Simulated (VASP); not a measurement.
Here is a VASP 6.6.1 calculation.

File INCAR:

```
  ALGO = Fast
  EDIFF = 1E-6
  EDIFFG = -0.008
  ENCUT = 600
  GGA = PS
  IBRION = 2
  ISIF = 3
  ISMEAR = 0
  LASPH = T
  LCHARG = F
  LREAL = F
  LWAVE = F
  NELM = 100
  NSW = 70
  PREC = Accurate
  PSTRESS = 100.0
  SIGMA = 0.1
```

File KPOINTS:

```
k-points
0
Gamma
  18 18 18
```

POSCAR

```
Ta
1.0
   -1.6159367973      1.6159367973      1.6159367973
    1.6159367973     -1.6159367973      1.6159367973
    1.6159367973      1.6159367973     -1.6159367973
Ta
1
Direct
    0.0000000000      0.0000000000      0.0000000000
```

Potentials or basis: VASP PAW PBE potentials, release 64 (Ta_pv).

Launch:

```bash
$ cat potpaw_PBE.64/Ta_pv/POTCAR > POTCAR
$ mpirun -np 1 vasp_std > vasp.out
```

Question: Estimate the relaxed volume.

Answer: 16.91 Å³/atom.

Question: What does it give for the relaxed cell?

Answer: a = 2.801 Å, b = 2.801 Å, c = 2.801 Å, α = 109.47°, β = 109.47°, γ = 109.47°.

Question: What does it give for the band gap on the k mesh?

Answer: Zero (an odd number of electrons rules out a gap without spin polarisation).

Step by step:
```
step  energy change (eV)  largest force (eV/Å)  pressure (GPa)  volume (Å³)
   1              0.0000                0.0000           10.52        16.88
   2             -0.0079                0.0000            8.53        17.01
   3             -0.0021                0.0000            9.99        16.91
```

Caveat: the cell is relaxed towards a set pressure, so the run minimises the enthalpy, not the energy; the PAW data sets were made with another functional, which shifts forces and pressure a little; spin-orbit coupling is left out, which moves the levels of the heavy elements.
